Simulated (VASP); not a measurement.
Write the native input for VASP 6.6.1 that does the following.

```yaml
Task: single point
Functional: PBE
Potentials_or_basis: VASP PAW PBE potentials, release 64 (Si, W_sv)
Cutoff: 520 eV
k_mesh: 1 × 1 × 1, shifted
Occupations: fermi-dirac, width 0.1224 eV
Spin: no spin polarisation
Dipole_correction: no
Further_INCAR_settings: LREAL = Auto; ALGO = Normal; EDIFF = 1e-06; NBANDS = 111; ISYM = 0
```

The structure of Si5W3 lies in POSCAR:

```
Si5W3
1.0
    7.2041990000     -0.0818820000      0.0070510000
   -0.0818820000      7.4902340000      0.1623590000
    0.0070510000      0.1623590000      7.4951860000
Si W
15 9
Direct
    0.6720609945      0.8449255152      0.2731593367
    0.0497589815      0.7626468065      0.8558276708
    0.1743502447      0.7533808897      0.5594207387
    0.2002882804      0.2014984759      0.3359054300
    0.9264220134      0.0718240457      0.8636440134
    0.5618803743      0.6588650363      0.0537733838
    0.2953035786      0.8982465099      0.3149163222
    0.5743789873      0.9447497208      0.5967197390
    0.5127505943      1.0016064954      0.9777654306
   -0.0279545964      0.8265426088      0.1957789275
    0.2693892608      0.3099050228      1.0086228236
    0.6713366913      0.3748688363      0.0355821824
    0.1122794934      0.4418457409      0.5026803450
    0.6985407699      0.5843792085      0.7537118312
    0.9179882974      0.3372342470      0.2385534194
    0.2218624468      0.6256583371      0.1215343270
    0.4908472998      0.5492204254      0.3726621536
    0.9088990363      0.9713969670      0.4985672554
    0.3494398848      0.5012618206      0.7629913029
    0.8339978956      0.6084919298      0.4552163668
    0.9575645214      0.4238295104      0.8674855670
    0.6107212903      0.2244549328      0.7128222736
    0.2598789750      0.1934426537      0.6689291550
    0.5851369146      0.2070361414      0.3848757081
```

One way to write it, as run:

INCAR

```
ALGO = Normal
EDIFF = 1E-6
ENCUT = 520
GGA = PE
ISIF = 2
ISMEAR = -1
ISYM = 0
LASPH = True
LCHARG = False
LREAL = Auto
LWAVE = False
NBANDS = 111
NELM = 80
PREC = Accurate
SIGMA = 0.1224
```

KPOINTS

```
Automatic mesh
0
Gamma
  1 1 1
  0.25 0.25 0.25
```

Potentials or basis: VASP PAW PBE potentials, release 64 (Si, W_sv).

Launch:

```console
$ cat potpaw_PBE.64/Si/POTCAR potpaw_PBE.64/W_sv/POTCAR > POTCAR
$ mpirun -np 1 vasp_std > vasp.out
```

It gave:

The pressure is -1.1 GPa and the largest force is 3.962 eV/Å.

Caveat: the k points lie up to 0.87 Å⁻¹ apart, too coarse for converged energies, forces and pressures; the atoms stand as in a frame of molecular dynamics.

Run time: 88 s on 1 thread of Intel(R) Xeon(R) Platinum 8559C (Emerald Rapids), with other jobs on the host, peak memory 0.4 GiB.
